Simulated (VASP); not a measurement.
Write the native input for VASP 6.6.1 that does the following.

* Task: single point
* Functional: LDA
* Potentials or basis: VASP PAW LDA potentials, release 64 (K_sv, F)
* Cutoff: 520 eV
* k mesh: 8 × 8 × 8
* Occupations: gaussian, width 0.05 eV
* Spin: no spin polarisation
* Dipole correction: no
* Further INCAR settings: ALGO = Normal; EDIFF = 1e-06; NBANDS = 15

The structure of KF lies in POSCAR:

```
KF
1.0
    3.2063820164      0.0000000000      0.0000000000
    0.0000000000      3.2063820164      0.0000000000
    0.0000000000      0.0000000000      3.3667011172
K F
1 1
Direct
    0.0000000000      0.0000000000      0.0000000000
    0.5000000000      0.5000000000      0.5000000000
```

This cell differs from its parent crystal: ratio of the length along z to the lengths across it x 1.05, volume and fractional coordinates fixed.

These files were run (other wordings do the same):

INCAR

```
ALGO = Normal ; EDIFF = 1E-6
ENCUT = 520 ; ISIF = 2
ISMEAR = 0 ; LASPH = True
LCHARG = False ; LREAL = False
LWAVE = False ; NBANDS = 15
NELM = 60 ; PREC = Accurate
SIGMA = 0.05
```

KPOINTS

```
k-points
0
Gamma
  8 8 8
```

Potentials or basis: VASP PAW LDA potentials, release 64 (K_sv, F).

Command:

```sh
$ cat potpaw_LDA.64/K_sv/POTCAR potpaw_LDA.64/F/POTCAR > POTCAR
$ mpirun -np 1 vasp_std > vasp.out
```

Results of the run:

The pressure is -5.7 GPa and the band gap on the k mesh is 5.83 eV, indirect (least direct gap 5.89 eV).

Wall time 17 s on 1 thread of Intel(R) Xeon(R) Platinum 8375C CPU @ 2.90GHz (Ice Lake), with other jobs on the host, peak memory 0.16 GiB.
